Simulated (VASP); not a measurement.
Set up this calculation in VASP 6.6.1, as the native input.

| Quantity | Value |
| --- | --- |
| Task | single point |
| Functional | r2SCAN |
| Potentials or basis | VASP PAW PBE potentials, release 64 (In_d, P) |
| Cutoff | 520 eV |
| k mesh | 8 × 8 × 8 |
| Occupations | fermi-dirac, width 0.02 eV |
| Spin | non-collinear spin, zero start, spin-orbit coupling |
| Starting moments | [[0.0, 0.0, 0.0], [0.0, 0.0, 0.0]] μB |
| Dipole correction | no |
| Further INCAR settings | ALGO = Normal; EDIFF = 1e-07; NBANDS = 30 |

The system is InP.

```
CELL_PARAMETERS angstrom
0.00000 2.95379 2.83564
2.95379 0.00000 2.83564
2.95379 2.95379 0.00000
ATOMIC_POSITIONS crystal
In 0.00000 0.00000 0.00000
P 0.25000 0.25000 0.25000
```

This cell differs from its parent crystal: uniaxial z strain -4.0%.

One way to write it, as run:

POSCAR

```
InP
1.0
    0.0000000000      2.9537876348      2.8356361294
    2.9537876348      0.0000000000      2.8356361294
    2.9537876348      2.9537876348      0.0000000000
In P
1 1
Direct
    0.0000000000      0.0000000000      0.0000000000
    0.2500000000      0.2500000000      0.2500000000
```

INCAR.step1

```
SYSTEM = InP
PREC     = Accurate       ! precision mode
ENCUT    = 520            ! plane-wave cutoff, eV
ISMEAR   = -1             ! smearing method
SIGMA    = 0.02           ! smearing width, eV
LREAL    = .FALSE.        ! projectors in reciprocal space
LASPH    = .TRUE.         ! aspherical terms in the spheres
NELM     = 150            ! most SCF steps
MAGMOM   = 0 0 0 0 0 0    ! initial moments
LSORBIT  = .TRUE.         ! spin-orbit coupling
GGA_COMPAT= .FALSE.      
NBANDS   = 30             ! bands
GGA      = PE             ! functional
ALGO     = Normal         ! electronic algorithm
EDIFF    = 1E-4           ! SCF threshold, eV
LWAVE    = .TRUE.         ! write WAVECAR
LCHARG   = .FALSE.        ! write CHGCAR
```

INCAR.step2

```
SYSTEM = InP
PREC     = Accurate       ! precision mode
ENCUT    = 520            ! plane-wave cutoff, eV
EDIFF    = 1E-7           ! SCF threshold, eV
ISMEAR   = -1             ! smearing method
SIGMA    = 0.02           ! smearing width, eV
LREAL    = .FALSE.        ! projectors in reciprocal space
LASPH    = .TRUE.         ! aspherical terms in the spheres
NELM     = 150            ! most SCF steps
ALGO     = Normal         ! electronic algorithm
ISIF     = 2              ! what is computed and relaxed
LWAVE    = .FALSE.        ! write WAVECAR
LCHARG   = .FALSE.        ! write CHGCAR
MAGMOM   = 0 0 0 0 0 0    ! initial moments
LORBIT   = 11             ! projections on sites
LSORBIT  = .TRUE.         ! spin-orbit coupling
GGA_COMPAT= .FALSE.      
LORBMOM  = .TRUE.       
METAGGA  = R2SCAN         ! meta-GGA
LMIXTAU  = .TRUE.       
NBANDS   = 30             ! bands
ISTART   = 1
```

KPOINTS

```
regular mesh
0
G
  8 8 8
  0 0 0
```

Potentials or basis: VASP PAW PBE potentials, release 64 (In_d, P).

The run is started by

```sh
$ cat potpaw_PBE.64/In_d/POTCAR potpaw_PBE.64/P/POTCAR > POTCAR
$ cp INCAR.step1 INCAR
$ mpirun -np 1 vasp_ncl > vasp.out
$ cp INCAR.step2 INCAR
$ mpirun -np 1 vasp_ncl > vasp.out
```

It gave:

```yaml
Pressure: 2.8 GPa
Net_moment: 0.00 μB per cell
Valence_electrons_inside_the_program's_atomic_spheres: In 11.55; P 2.54
```

Caveat: the cell differs from its parent crystal (uniaxial z strain -4.0%); the PAW data sets were made with another functional, which shifts forces and pressure a little.

Run time: 37 min on 1 thread of Oxide Virtual Turin-like Processor (shared host), peak memory 0.42 GiB.
